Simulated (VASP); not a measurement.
# GaSb (Immm) in VASP: further runs

Aim: see how the results for GaSb move with the level of theory and the settings. Levels: r2SCANh, PBE-based screened hybrid with 25 % exact exchange. Tasks: single point.

Program: VASP 6.6.1. These are calculated values, not measurements. Logs are shortened: lines on timing, memory, paths and dates and some standing lists are left out, and cuts for length are marked.

**1. The cell of the first run**

It takes space group Immm (No. 71, orthorhombic). Conventional cell: a = 3.112 Å, b = 5.350 Å, c = 5.787 Å, α = 90.00°, β = 90.00°, γ = 90.00°. Sb (site symmetry mmm) has 6 Ga at 2.89 to 3.09 Å and 2 Sb at 3.11 Å within 3.8 Å. Within 3.8 Å of Ga (site symmetry mmm) lie 6 Sb at 2.89 to 3.09 Å and 2 Ga at 3.11 Å.

**2. Single point, r2SCANh**

POSCAR

```
GaSb
1.0
   -1.5559010000      2.6750030000      2.8933130000
    1.5559010000     -2.6750030000      2.8933130000
    1.5559010000      2.6750030000     -2.8933130000
Sb Ga
1 1
Direct
    0.5000000000      0.5000000000      0.0000000000
    0.0000000000      0.0000000000      0.0000000000
```

INCAR.step1

```
SYSTEM = GaSb
ALGO     = Normal         ! electronic algorithm
EDIFF    = 1E-5           ! SCF threshold, eV
ENCUT    = 520            ! plane-wave cutoff, eV
GGA      = PE             ! functional
ISIF     = 2              ! what is computed and relaxed
ISMEAR   = -1             ! smearing method
LASPH    = .TRUE.         ! aspherical terms in the spheres
LREAL    = .FALSE.        ! projectors in reciprocal space
LWAVE    = .TRUE.         ! write WAVECAR
NBANDS   = 16             ! bands
NELM     = 100            ! most SCF steps
PREC     = Accurate       ! precision mode
SIGMA    = 0.05           ! smearing width, eV
```

INCAR.step2

```
SYSTEM = GaSb
AEXX     = 0.1            ! exact-exchange fraction
ALGO     = Normal         ! electronic algorithm
EDIFF    = 1E-6           ! SCF threshold, eV
ENCUT    = 520            ! plane-wave cutoff, eV
ISIF     = 2              ! what is computed and relaxed
ISMEAR   = -1             ! smearing method
ISTART   = 1            
LASPH    = .TRUE.         ! aspherical terms in the spheres
LCHARG   = .TRUE.         ! write CHGCAR
LELF     = .TRUE.         ! ELF
LHFCALC  = .TRUE.         ! exact exchange
LMIXTAU  = .TRUE.       
LREAL    = .FALSE.        ! projectors in reciprocal space
LVHAR    = .TRUE.       
LWAVE    = .FALSE.        ! write WAVECAR
METAGGA  = R2SCAN         ! meta-GGA
NBANDS   = 16             ! bands
NELM     = 100            ! most SCF steps
PREC     = Accurate       ! precision mode
PRECFOCK = Normal       
SIGMA    = 0.05           ! smearing width, eV
```

KPOINTS

```
k-points
0
G
  5 5 5
  0 0 0
```

Potentials or basis: VASP PAW PBE potentials, release 64 (Sb, Ga_d).

Run with:

```console
$ cat potpaw_PBE.64/Sb/POTCAR potpaw_PBE.64/Ga_d/POTCAR > POTCAR
$ cp INCAR.step1 INCAR
$ mpirun -np 1 vasp_std > vasp.out
$ cp INCAR.step2 INCAR
$ mpirun -np 1 vasp_std > vasp.out
```

OUTCAR:

```text
SYSTEM = GaSb
   AEXX = 0.1
   EDIFF = 1E-6
   ENCUT = 520
   ISIF = 2
   ISMEAR = -1
   ISTART = 1
   LASPH = .TRUE.
   LHFCALC = .TRUE.
   LREAL = .FALSE.
   METAGGA = R2SCAN
   NELM = 100
   PREC = Accurate
   PRECFOCK = Normal

 ion  position               nearest neighbor table
   1  0.500  0.500  0.000-   2 2.89   2 2.89   2 3.09   2 3.09   2 3.09   2 3.09
   2  0.000  0.000  0.000-   1 2.89   1 2.89   1 3.09   1 3.09   1 3.09   1 3.09

  LATTYP: Found a body centered orthorhombic cell.
 ALAT       =     3.1118020000
 B/A-ratio  =     1.7192629865
 C/A-ratio  =     1.8595739703

  Lattice vectors:

 A1 = (  -1.5559010000,   2.6750030000,   2.8933130000)
 A2 = (   1.5559010000,  -2.6750030000,   2.8933130000)
 A3 = (   1.5559010000,   2.6750030000,  -2.8933130000)

Analysis of symmetry for initial positions (statically):
=====================================================================
 Subroutine PRICEL returns:
 Original cell was already a primitive cell.

 Routine SETGRP: Setting up the symmetry group for a
 body centered orthorhombic supercell.

 Subroutine GETGRP returns: Found  8 space group operations
 (whereof  8 operations were pure point group operations)
 out of a pool of  8 trial point group operations.

The static configuration has the point symmetry D_2h.

Analysis of symmetry for dynamics (positions and initial velocities):
=====================================================================
 Subroutine PRICEL returns:
 Original cell was already a primitive cell.

 Routine SETGRP: Setting up the symmetry group for a
 body centered orthorhombic supercell.

 Subroutine GETGRP returns: Found  8 space group operations
 (whereof  8 operations were pure point group operations)
 out of a pool of  8 trial point group operations.

The dynamic configuration has the point symmetry D_2h.

 Subroutine INISYM returns: Found  8 space group operations
 (whereof  8 operations are pure point group operations),
 and found     1 'primitive' translations

----------------------------------------------------------------------------------------

                                     Primitive cell

  volume of cell :      48.1683

  direct lattice vectors                    reciprocal lattice vectors
    -1.555901000  2.675003000  2.893313000     0.000000000  0.186915678  0.172812274
     1.555901000 -2.675003000  2.893313000     0.321357207  0.000000000  0.172812274
     1.555901000  2.675003000 -2.893313000     0.321357207  0.186915678  0.000000000

  length of vectors
     4.236476022  4.236476022  4.236476022     0.254561491  0.364876057  0.371763265

  position of ions in fractional coordinates (direct lattice)
     0.500000000  0.500000000  0.000000000
     0.000000000  0.000000000  0.000000000

  ion indices of the primitive-cell ions
   primitive index   ion index
                 1           1
                 2           2

----------------------------------------------------------------------------------------

 KPOINTS: k-points

Automatic generation of k-mesh.
 Grid dimensions read from file:
 generate k-points for:    5    5    5

 Generating k-lattice:

  Cartesian coordinates                     Fractional coordinates (reciprocal lattice)
     0.000000000  0.037383136  0.034562455     0.200000000  0.000000000 -0.000000000
     0.064271441  0.000000000  0.034562455     0.000000000  0.200000000 -0.000000000
     0.064271441  0.037383136  0.000000000     0.000000000  0.000000000  0.200000000

  Length of vectors
     0.050912298  0.072975211  0.074352653

  Shift w.r.t. Gamma in fractional coordinates (k-lattice)
     0.000000000  0.000000000  0.000000000

 Subroutine IBZKPT returns following result:
 ===========================================

 Found     27 irreducible k-points:

 Following reciprocal coordinates:
            Coordinates               Weight
  0.000000  0.000000  0.000000      1.000000
  0.200000  0.000000 -0.000000      4.000000
  0.400000  0.000000 -0.000000      4.000000
  0.000000  0.200000  0.000000      4.000000
  0.200000  0.200000  0.000000      8.000000
  0.400000  0.200000 -0.000000      8.000000
[... 16 lines left out ...]
 -0.400000 -0.200000  0.200000      4.000000
 -0.200000 -0.200000  0.200000      2.000000
 [... further k-points ...]
   k-points           NKPTS =     27   k-points in BZ     NKDIM =    125   number of bands    NBANDS=     16
   number of dos      NEDOS =    301   number of ions     NIONS =      2
   total plane-waves  NPLWV =  32768
   dimension x,y,z NGX =    32 NGY =   32 NGZ =   32
   dimension x,y,z NGXF=    64 NGYF=   64 NGZF=   64
   ions per type =               1   1
   NGX,Y,Z   is equivalent  to a cutoff of  12.56, 12.56, 12.56 a.u.
   NGXF,Y,Z  is equivalent  to a cutoff of  25.11, 25.11, 25.11 a.u.
 SYSTEM =  GaSb
   PREC   = accura    normal or accurate (medium, high low for compatibility)
   ISTART =      1    job   : 0-new  1-cont  2-samecut
   ICHARG =      0    charge: 1-file 2-atom 10-const
   ISPIN  =      1    spin polarized calculation?
   LNONCOLLINEAR =      F non collinear calculations
   LSORBIT =      F    spin-orbit coupling
   LASPH  =      T    aspherical Exc in radial PAW
   ENCUT  =  520.0 eV  38.22 Ry    6.18 a.u.   7.88  7.88  7.88*2*pi/ulx,y,z
   NELM   =    100;   NELMIN=  2; NELMDL=  0     # of ELM steps
   EDIFF  = 0.1E-05   stopping-criterion for ELM
   LREAL  =      F    real-space projection
   EDIFFG = 0.1E-04   stopping-criterion for IOM
   NSW    =      0    number of steps for IOM
   IBRION =     -1    ionic relax: 0-MD 1-quasi-New 2-CG
   NFREE  =      0    steps in history (QN), initial steepest desc. (CG)
   ISIF   =      2    stress and relaxation
   ISYM   =      3    0-nonsym 1-usesym 2-fastsym
   POTIM  = 0.5000    time-step for ionic-motion
   TEBEG  =    0.0;   TEEND  =   0.0 temperature during run
   PSTRESS=    0.0 pullay stress
   NELECT =      18.0000    total number of electrons
   NUPDOWN=      -1.0000    fix difference up-down
   EMIN   =  10.00;   EMAX   =-10.00  energy-range for DOS
   EFERMI =   0.00;   METHOD = LEGACY
   ISMEAR =    -1;   SIGMA  =   0.05  broadening in eV -4-tet -1-fermi 0-gaus
   EFERMI_NEDOS =   21; number of points for ismear=-14 and -15
   IALGO  =     38    algorithm
   IMIX   =      1    mixing-type and parameters
     AMIX     =   0.40;   BMIX     =  1.00
     AMIX_MAG =   1.60;   BMIX_MAG =  1.00
  volume/ion in A,a.u.               =      24.08       162.53
  Fermi-wavevector in a.u.,A,eV,Ry     =   1.179176  2.228319 18.918287  1.390455
  Thomas-Fermi vector in A             =   2.315491
   LORBIT       =      0    0 simple, 1 ext, 2 COOP (PROOUT), +10 PAW based schemes
   METAGGA = R2SCAN    functional components
   LHFCALC =     T    Hartree Fock is set to
   PRECFOCK=normal    Normal, Fast or Accurate (Low or Medium for compatibility)
   ENCUT4O =  -1.0   cutoff for four orbital integrals eV
   NKREDX  =     1    reduce k-point grid by
   NKREDY  =     1    reduce k-point grid by
   NKREDZ  =     1    reduce k-point grid by
   AEXX    =    0.1000 exact exchange contribution
   HFSCREEN=    0.0000 screening length (either q_TF or 0.3 A-1)
   HFSCREENC=   0.0000 screening length for correlation (either q_TF or 0.3 A-1)
   ENCUTFOCK=  -1.0 apply spherical cutoff to Coloumb kernel
   IVDW    =     0    specifies the selected vdW correction
   LEPSILON=     F    determine dielectric tensor
   LRPA    =     F    only Hartree local field effects (RPA)
 non-spin polarized calculation
  energy-cutoff  :      520.00
  volume of cell :       48.17
 maximum number of plane-waves:      1310
  NGX = 24; NGY = 24; NGZ = 24

 number of electron      17.9999989 magnetization

 Free energy of the ion-electron system (eV)
  ---------------------------------------------------
  ext. energy  EPLUGINS =         0.00000000
  ---------------------------------------------------
  free energy    TOTEN  =       -34.76439186 eV

  energy without entropy =      -34.75922695  energy(sigma->0) =      -34.76180940

 E-fermi :   6.3808     XC(G=0): -10.0137

 val. band max:        6.3027500237   @ k =  -0.2000  -0.4000   0.2000
 cond. band min:       6.5307199528   @ k =  -0.2000   0.2000   0.2000
 fundamental gap:      0.2279699291
 Fermi energy:         6.3807697652

 k-point     1 :       0.0000    0.0000    0.0000
  band No.  band energies     occupation
      1     -10.2286      2.00000
      2     -10.1336      2.00000
      3     -10.1229      2.00000
      4     -10.1134      2.00000
      5     -10.0772      2.00000
      6      -6.7747      2.00000
[... 8 lines left out ...]
     15      16.2533      0.00000
     16      17.6355      0.00000

 k-point     2 :       0.2000    0.0000   -0.0000
  band No.  band energies     occupation
      1     -10.2270      2.00000
      2     -10.1406      2.00000
      3     -10.1189      2.00000
      4     -10.1132      2.00000
      5     -10.0765      2.00000
      6      -6.4106      2.00000
[... 8 lines left out ...]
     15      16.8017      0.00000
     16      18.1595      0.00000

 k-point     3 :       0.4000    0.0000   -0.0000
  band No.  band energies     occupation
      1     -10.2249      2.00000
      2     -10.1517      2.00000
      3     -10.1132      2.00000
      4     -10.1126      2.00000
      5     -10.0751      2.00000
      6      -5.5007      2.00000
[... 8 lines left out ...]
     15      16.8681      0.00000
     16      17.3817      0.00000

 k-point     4 :       0.0000    0.2000    0.0000
  band No.  band energies     occupation
      1     -10.1736      2.00000
      2     -10.1415      2.00000
      3     -10.1363      2.00000
      4     -10.1146      2.00000
      5     -10.0990      2.00000
      6      -5.9278      2.00000
[... 8 lines left out ...]
     15      15.0274      0.00000
     16      18.4523      0.00000
[... 324 lines left out ...]
 k-point    22 :       0.4000   -0.2000    0.2000
  band No.  band energies     occupation
      1     -10.2252      2.00000
      2     -10.1687      2.00000
      3     -10.1123      2.00000
      4     -10.1070      2.00000
      5     -10.0741      2.00000
      6      -5.0910      2.00000
[... 8 lines left out ...]
     15      17.4446      0.00000
     16      18.8912      0.00000

 k-point    23 :      -0.4000   -0.2000    0.2000
  band No.  band energies     occupation
      1     -10.2246      2.00000
      2     -10.1707      2.00000
      3     -10.1114      2.00000
      4     -10.1069      2.00000
      5     -10.0744      2.00000
      6      -5.2377      2.00000
[... 8 lines left out ...]
     15      16.9581      0.00000
     16      19.1169      0.00000

 k-point    24 :      -0.2000   -0.2000    0.2000
  band No.  band energies     occupation
      1     -10.2258      2.00000
      2     -10.1533      2.00000
      3     -10.1142      2.00000
      4     -10.1119      2.00000
      5     -10.0759      2.00000
      6      -6.1069      2.00000
[... 8 lines left out ...]
     15      15.8570      0.00000
     16      19.7793      0.00000

 [... further k-points ...]

------------------------ aborting loop because EDIFF is reached ----------------------------------------

  FORCE on cell =-STRESS in cart. coord.  units (eV):
  Direction    XX          YY          ZZ          XY          YZ          ZX
  --------------------------------------------------------------------------------------
  -------------------------------------------------------------------------------------
  Total        0.3783978     -1.2183276     -1.1765283     -0.0000000      0.0000000      0.0000000
  in kB       12.5862857    -40.5240676    -39.1337353     -0.0000000      0.0000000      0.0000000
  external PRESSURE =     -22.3571724 kB  Pullay stress =       0.0000000 kB

 VOLUME and BASIS-vectors are now :
 -----------------------------------------------------------------------------
  energy-cutoff  :      520.00
  volume of cell :       48.17
      direct lattice vectors                 reciprocal lattice vectors
    -1.555901000  2.675003000  2.893313000     0.000000000  0.186915678  0.172812274
     1.555901000 -2.675003000  2.893313000     0.321357207  0.000000000  0.172812274
     1.555901000  2.675003000 -2.893313000     0.321357207  0.186915678  0.000000000

 POSITION                                       TOTAL-FORCE (eV/Angst)
 -----------------------------------------------------------------------------------
      0.00000      0.00000      2.89331         0.000000     -0.000000      0.000000
      0.00000      0.00000      0.00000        -0.000000      0.000000     -0.000000
 -----------------------------------------------------------------------------------
    total drift:                                0.000000     -0.000000     -0.000000

  FREE ENERGIE OF THE ION-ELECTRON SYSTEM (eV)
  ---------------------------------------------------
  free  energy   TOTEN  =       -34.7643918614 eV

  energy  without entropy=      -34.7592269466  energy(sigma->0) =      -34.76180940
```

Wall time 61 min (1 thread of Intel Xeon Platinum 8259CL at 2.50GHz (Skylake/Cascade Lake), shared host); peak memory 0.22 GiB.

What came out:

* Free energy: -34.7644 eV
* Pressure: -2.2 GPa
* Band gap on the k mesh: zero (bands 9 and 10 overlap by 4.05 eV)

Caveat: the k points lie up to 0.46 Å⁻¹ apart, too coarse for converged energies and pressures of a metal; the PAW data sets were made with another functional, which shifts forces and pressure a little; spin-orbit coupling is left out, which moves the levels of the heavy elements.

**3. Single point, PBE-based screened hybrid with 25 % exact exchange**

POSCAR is that of step 2.

INCAR.step1

```
PREC = Accurate
ENCUT = 520
EDIFF = 1E-5
ISMEAR = -1
SIGMA = 0.05
LREAL = False
LASPH = True
NELM = 80
ALGO = Normal
ISIF = 2
LWAVE = True
LCHARG = False
GGA = PE
NBANDS = 16
```

INCAR.step2

```
PREC = Accurate
ENCUT = 520
EDIFF = 1E-6
ISMEAR = -1
SIGMA = 0.05
LREAL = False
LASPH = True
NELM = 80
ALGO = Normal
ISIF = 2
LWAVE = False
LCHARG = False
GGA = PE
LHFCALC = True
AEXX = 0.25
HFSCREEN = 0.3
PRECFOCK = Normal
ISTART = 1
NBANDS = 16
```

KPOINTS

```
Automatic mesh
0
Gamma
  5 5 5
```

Potentials or basis: VASP PAW PBE potentials, release 64 (Sb, Ga_d).

Run with:

```console
$ cat potpaw_PBE.64/Sb/POTCAR potpaw_PBE.64/Ga_d/POTCAR > POTCAR
$ cp INCAR.step1 INCAR
$ mpirun -np 1 vasp_std > vasp.out
$ cp INCAR.step2 INCAR
$ mpirun -np 1 vasp_std > vasp.out
```

OUTCAR:

```text
PREC = Accurate
   ENCUT = 520
   EDIFF = 1E-6
   ISMEAR = -1
   LREAL = False
   LASPH = True
   NELM = 80
   ISIF = 2
   GGA = PE
   LHFCALC = True
   AEXX = 0.25
   HFSCREEN = 0.3
   PRECFOCK = Normal
   ISTART = 1

 ion  position               nearest neighbor table
   1  0.500  0.500  0.000-   2 2.89   2 2.89   2 3.09   2 3.09   2 3.09   2 3.09
   2  0.000  0.000  0.000-   1 2.89   1 2.89   1 3.09   1 3.09   1 3.09   1 3.09

[... 654 lines left out ...]

 [... further k-points ...]

------------------------ aborting loop because EDIFF is reached ----------------------------------------

  FORCE on cell =-STRESS in cart. coord.  units (eV):
  Direction    XX          YY          ZZ          XY          YZ          ZX
  --------------------------------------------------------------------------------------
  -------------------------------------------------------------------------------------
  Total        0.2680281     -1.0485458     -0.9961612      0.0000000      0.0000000      0.0000000
  in kB        8.9151619    -34.8767759    -33.1343566      0.0000000      0.0000000      0.0000000
  external PRESSURE =     -19.6986569 kB  Pullay stress =       0.0000000 kB

 VOLUME and BASIS-vectors are now :
 -----------------------------------------------------------------------------
  energy-cutoff  :      520.00
  volume of cell :       48.17
      direct lattice vectors                 reciprocal lattice vectors
    -1.555901000  2.675003000  2.893313000     0.000000000  0.186915678  0.172812274
     1.555901000 -2.675003000  2.893313000     0.321357207  0.000000000  0.172812274
     1.555901000  2.675003000 -2.893313000     0.321357207  0.186915678  0.000000000

 POSITION                                       TOTAL-FORCE (eV/Angst)
 -----------------------------------------------------------------------------------
      0.00000      0.00000      2.89331         0.000000      0.000000      0.000000
      0.00000      0.00000      0.00000        -0.000000      0.000000      0.000000
 -----------------------------------------------------------------------------------
    total drift:                                0.000028      0.000003      0.000007

  FREE ENERGIE OF THE ION-ELECTRON SYSTEM (eV)
  ---------------------------------------------------
  free  energy   TOTEN  =        -7.9334481451 eV

  energy  without entropy=       -7.9252433409  energy(sigma->0) =       -7.92934574
```

OUTCAR.step1:

```text
PREC = Accurate
   ENCUT = 520
   EDIFF = 1E-5
   ISMEAR = -1
   LREAL = False
[... 679 lines left out ...]
      0.00000      0.00000      2.89331        -0.000000      0.000000     -0.000000
      0.00000      0.00000      0.00000         0.000000     -0.000000      0.000000
 -----------------------------------------------------------------------------------
    total drift:                               -0.000000     -0.000000      0.000000

  FREE ENERGIE OF THE ION-ELECTRON SYSTEM (eV)
  ---------------------------------------------------
  free  energy   TOTEN  =        -6.8794026737 eV

  energy  without entropy=       -6.8713449804  energy(sigma->0) =       -6.87537383
```

OSZICAR.step1:

```text
N       E                     dE             d eps       ncg     rms          rms(c)
DAV:   1     0.803674619350E+02    0.80367E+02   -0.85650E+03   896   0.144E+03
DAV:   2    -0.864756525851E+00   -0.81232E+02   -0.78406E+02   992   0.305E+02
DAV:   3    -0.679902982033E+01   -0.59343E+01   -0.59045E+01  1088   0.625E+01
DAV:   4    -0.689359147272E+01   -0.94562E-01   -0.94534E-01  1024   0.862E+00
DAV:   5    -0.689569145196E+01   -0.21000E-02   -0.20999E-02  1128   0.121E+00    0.229E+00
DAV:   6    -0.688221803888E+01    0.13473E-01   -0.27851E-02  1104   0.265E+00    0.129E+00
DAV:   7    -0.687941774283E+01    0.28003E-02   -0.11048E-02  1184   0.116E+00    0.167E-01
DAV:   8    -0.687938695450E+01    0.30788E-04   -0.12040E-03  1128   0.451E-01    0.507E-02
DAV:   9    -0.687939846711E+01   -0.11513E-04   -0.61839E-05   968   0.653E-02    0.151E-02
DAV:  10    -0.687940267375E+01   -0.42066E-05   -0.48569E-06   680   0.180E-02
   1 F= -.68794027E+01 E0= -.68753738E+01  d E =-.805769E-02
```

Wall time 1.5 h (1 thread of Intel Xeon 8259CL, shared host); peak memory 0.32 GiB.

What came out:

```
Free energy            : -7.9334 eV
Pressure               : -2.0 GPa
Band gap on the k mesh : zero (bands 9 and 10 overlap by 3.80 eV)
```

Stress tensor (GPa, compression positive):
```
 0.89  0.00  0.00
 0.00 -3.49  0.00
 0.00  0.00 -3.31
```

Caveat: the k points lie up to 0.46 Å⁻¹ apart, too coarse for converged energies and pressures of a metal; the PAW data sets were made with another functional, which shifts forces and pressure a little; spin-orbit coupling is left out, which moves the levels of the heavy elements.

The gap in the log of VASP goes by the Fermi energy; the results here count the filled bands.